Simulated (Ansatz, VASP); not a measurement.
## TlNiF4: VASP beside Ansatz

INCAR

```
SYSTEM = TlNiF4
  PREC = Accurate
  ENCUT = 520
  EDIFF = 1E-7
  ISMEAR = -1
  SIGMA = 0.1
  LREAL = .False.
  LASPH = .True.
  NELM = 150
  ALGO = Normal
  ISIF = 2
  LWAVE = .False.
  LCHARG = .False.
  LMAXMIX = 4
  LDAU = .True.
  LDAUTYPE = 2
  LDAUL = -1 2 -1
  LDAUU = 0 5 0
  LDAUJ = 0 0 0
  LDAUPRINT = 1
  GGA = PE
  NBANDS = 34
```

KPOINTS

```
Automatic mesh
0
Gamma
  5 5 3
  0 0 0
```

POSCAR

```
TlNiF4
1.0
    3.5903086600      0.0000000000      0.0000000000
    0.0000000000      3.5903086600      0.0000000000
    0.0000000000      0.0000000000      6.3101947800
Tl Ni F
1 1 4
Direct
    0.5000000000      0.5000000000      0.5000000000
    0.0000000000      0.0000000000      0.0000000000
    0.5000000000      0.0000000000      0.0000000000
    0.0000000000      0.5000000000      0.0000000000
    0.0000000000      0.0000000000      0.2737000000
    0.0000000000      0.0000000000      0.7263000000
```

Input for Ansatz:

```yaml
crystal:
  lattice:
    - [3.59030866, 0.0, 0.0]
    - [0.0, 3.59030866, 0.0]
    - [0.0, 0.0, 6.31019478]
  atoms:
    - { symbol: Tl, position: [0.5, 0.5, 0.5] }
    - { symbol: Ni, position: [0.0, 0.0, 0.0] }
    - { symbol: F, position: [0.5, 0.0, 0.0] }
    - { symbol: F, position: [0.0, 0.5, 0.0] }
    - { symbol: F, position: [0.0, 0.0, 0.2737] }
    - { symbol: F, position: [0.0, 0.0, 0.7263] }
  symmetry: { tolerance: 0.0003 }
kpoints:
  mp_grid: { grid: [5, 5, 3], shift: [0, 0, 0] }
magnetization:
  spin_polarized: false
scf:
  occupations: { method: fermi_dirac }
hamiltonian:
  pseudopotentials: { kind: paw }
  xc: pbe
  hubbard: { sites: [{ species: Ni, l: d, u_eff: 5.0 }], double_counting: fll }
basis:
  ecutwfc: 420
output:
  forces: true
  stress: true
  eigenvalues: true
```

Alike in both runs: task single point; functional PBE; k mesh 5 × 5 × 3; no spin polarisation; Hubbard terms Ni d U = 5.0 eV.

```csv
,VASP,Ansatz
version,VASP 6.6.1,Ansatz 0.2.0
potentials or method,"VASP PAW PBE potentials, release 64 (Tl_d, Ni, F), cutoff 520 eV",PAW plane waves
occupations,"fermi-dirac, width 0.1 eV",fermi-dirac
valence electrons in the cell,51,59
```

VASP gave:

```
gap on the k mesh at the Fermi level (eV)                     : none
pressure (GPa)                                                : 13.1
traceless stress, the component that is largest in VASP (GPa) : -0.57
rms of the force components (eV/Å)                            : 0.618
```

Q: What did Ansatz give for the same quantities?

A: gap on the k mesh at the Fermi level (eV): none; pressure (GPa): 16.9; traceless stress, the component that is largest in VASP (GPa): -1.42; rms of the force components (eV/Å): 0.739.

The programs project onto different local orbitals, so the same U acts differently, and such runs can settle in different states. Atom by atom the forces differ by 0.121 eV/Å (rms over components). A gap of «none» marks a metal or a gap that the smearing closes. VASP's potentials hold 51 valence electrons a cell and Ansatz's 59, so a difference there can come from the potentials and not from the codes. Ansatz's warnings: filled band counts differ across k points.

Neither program's run includes spin-orbit coupling.
